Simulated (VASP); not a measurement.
Write the native input for VASP 6.6.1 that does the following.

```yaml
Task: single point
Functional: PBE
Potentials_or_basis: VASP PAW PBE potentials, release 64 (Mg, O)
Cutoff: 520 eV
k_mesh: 9 × 9 × 4
Occupations: gaussian, width 0.01 eV
Spin: no spin polarisation
Dipole_correction: no
Further_INCAR_settings: ALGO = Normal; EDIFF = 1e-06; NBANDS = 16
```

The structure of MgO lies in POSCAR:

```
MgO
1.0
    3.2882172536      0.0000000000      0.0000000000
   -1.6441086268      2.8476796748      0.0000000000
    0.0000000000      0.0000000000      5.0343661375
Mg O
2 2
Direct
    0.3333333333      0.6666666667     -0.0098385294
    0.6666666667      0.3333333333      0.4901614706
    0.3333333333      0.6666666667      0.3848385294
    0.6666666667      0.3333333333      0.8848385294
```

These files were run (other wordings do the same):

INCAR

```
ALGO     = Normal         # electronic algorithm
EDIFF    = 1E-6           # SCF threshold, eV
ENCUT    = 520            # plane-wave cutoff, eV
GGA      = PE             # functional
ISIF     = 2              # what is computed and relaxed
ISMEAR   = 0              # smearing method
LASPH    = True           # aspherical terms in the spheres
LCHARG   = False          # write CHGCAR
LREAL    = False          # projectors in reciprocal space
LWAVE    = False          # write WAVECAR
NBANDS   = 16             # bands
NELM     = 100            # most SCF steps
PREC     = Accurate       # precision mode
SIGMA    = 0.01           # smearing width, eV
```

KPOINTS

```
k-points
0
Gamma
  9 9 4
```

Potentials or basis: VASP PAW PBE potentials, release 64 (Mg, O).

Launch:

```sh
$ cat potpaw_PBE.64/Mg/POTCAR potpaw_PBE.64/O/POTCAR > POTCAR
$ mpirun -np 1 vasp_std > vasp.out
```

Results of the run:

```
Pressure               : 3.5 GPa
Largest force          : 0.015 eV/Å
Band gap on the k mesh : 3.54 eV, direct
```

Run time: 31 s on 1 thread of AMD EPYC 7R43 64-Core Processor (Zen 3), with other jobs on the host, peak memory 0.13 GiB.
